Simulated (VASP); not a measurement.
Input of a VASP 6.6.1 run:

File POSCAR:

```
Mg32O33
1.0
    8.4288080000      0.0000000000      0.0000000000
    0.0000000000      8.4288080000      0.0000000000
    0.0000000000      0.0000000000      8.4288080000
O Mg
33 32
Direct
    0.2499550000      0.9993860000      0.0004980000
    0.2499510000      0.9993900000      0.5004970000
    0.2499530000      0.4993880000      0.0005000000
    0.2016520000      0.4510970000      0.5496870000
    0.7499520000      0.9993860000      0.0004970000
    0.7499520000      0.9993870000      0.5004970000
    0.7499520000      0.4993890000      0.0004990000
    0.7499520000      0.4993870000      0.5004970000
    0.9990830000      0.2485180000      0.0028930000
    0.9915950000      0.2410300000      0.5014900000
    0.0002040000      0.7491390000      0.0004970000
    0.0014660000      0.7478760000      0.5004960000
    0.4997050000      0.2496390000      0.0004980000
    0.4984410000      0.2509000000      0.5004970000
    0.5008220000      0.7502570000      0.9981020000
    0.5083050000      0.7577400000      0.4995000000
    0.0001800000      0.9993620000      0.2507500000
    0.9990840000      0.9969750000      0.7513240000
    0.0013910000      0.4993510000      0.2519190000
    0.9916050000      0.4981370000      0.7588410000
    0.5008220000      0.0017990000      0.2496710000
    0.4997280000      0.9994120000      0.7502400000
    0.5082930000      0.5006400000      0.2421600000
    0.4985170000      0.4994260000      0.7490740000
    0.2499150000      0.2508270000      0.2519190000
    0.2487050000      0.2410420000      0.7588380000
    0.2512050000      0.7577280000      0.2421600000
    0.2499920000      0.7479510000      0.7490740000
    0.7499280000      0.2496150000      0.2507500000
    0.7475410000      0.2485180000      0.7513240000
    0.7523640000      0.7502560000      0.2496710000
    0.7499760000      0.7491630000      0.7502390000
    0.2982300000      0.5476520000      0.4513310000
    0.9991060000      0.9989110000      0.0009340000
    0.9962330000      0.9982780000      0.5011370000
    0.9961670000      0.4987110000      0.0015910000
    0.9838640000      0.4978970000      0.5018650000
    0.5008000000      0.9998670000      0.0000560000
    0.5036750000      0.0004980000      0.4998570000
    0.5037420000      0.5000640000      0.9994030000
    0.5160380000      0.5008880000      0.4991150000
    0.2492760000      0.2456000000      0.0015910000
    0.2484610000      0.2333090000      0.5018660000
    0.2506280000      0.7531760000      0.9994030000
    0.2514540000      0.7654680000      0.4991140000
    0.7494770000      0.2485410000      0.0009350000
    0.7488420000      0.2456650000      0.5011370000
    0.7504330000      0.7502350000      0.0000560000
    0.7510630000      0.7531120000      0.4998570000
    0.2506190000      0.0005140000      0.2468430000
    0.2492860000      0.9982630000      0.7541490000
    0.2511750000      0.5006100000      0.2339690000
    0.2487440000      0.4981770000      0.7670300000
    0.7503910000      0.9998250000      0.2496820000
    0.7495180000      0.9989530000      0.7513100000
    0.7510780000      0.5000550000      0.2468420000
    0.7488270000      0.4987200000      0.7541510000
    0.9992260000      0.2486590000      0.2528360000
    0.9988370000      0.2482720000      0.7515930000
    0.0023590000      0.7500460000      0.2498680000
    0.9992980000      0.7469780000      0.7511220000
    0.5006120000      0.2517920000      0.2498670000
    0.4975450000      0.2487320000      0.7511220000
    0.5010740000      0.7505100000      0.2493920000
    0.5006830000      0.7501190000      0.7481610000
```

File INCAR.step1:

```
  ALGO = Normal
  EDIFF = 1E-5
  ENCUT = 580
  GGA = PE
  GGA_COMPAT = False
  ISMEAR = -1
  ISYM = -1
  LASPH = True
  LCHARG = False
  LREAL = Auto
  LWAVE = True
  NBANDS = 169
  NELM = 120
  PREC = Accurate
  SIGMA = 0.05
```

INCAR.step2

```
  ALGO = Normal
  EDIFF = 1E-6
  ENCUT = 580
  GGA_COMPAT = False
  ISIF = 2
  ISMEAR = -1
  ISTART = 1
  ISYM = -1
  LASPH = True
  LCHARG = False
  LMIXTAU = True
  LREAL = Auto
  LWAVE = False
  METAGGA = R2SCAN
  NBANDS = 169
  NELM = 120
  PREC = Accurate
  SIGMA = 0.05
```

KPOINTS

```
explicit points
1
Reciprocal
  0.25000000   0.25000000   0.25000000 1
```

Potentials or basis: VASP PAW PBE potentials, release 64 (O, Mg).

Command:

```sh
$ cat potpaw_PBE.64/O/POTCAR potpaw_PBE.64/Mg/POTCAR > POTCAR
$ cp INCAR.step1 INCAR
$ mpirun -np 1 vasp_std > vasp.out
$ cp INCAR.step2 INCAR
$ mpirun -np 1 vasp_std > vasp.out
```

Problem. Predict the pressure.

Solution. 1.5 GPa.

Problem. Estimate the largest force.

Solution. 0.340 eV/Å.

Problem. Predict the band gap on the k mesh.

Solution. 6.19 eV.

Stress tensor (GPa, compression positive):
```
 1.49  0.89 -1.13
 0.89  1.50 -1.13
-1.13 -1.13  1.54
```

Caveat: the PAW data sets were made with another functional, which shifts forces and pressure a little.
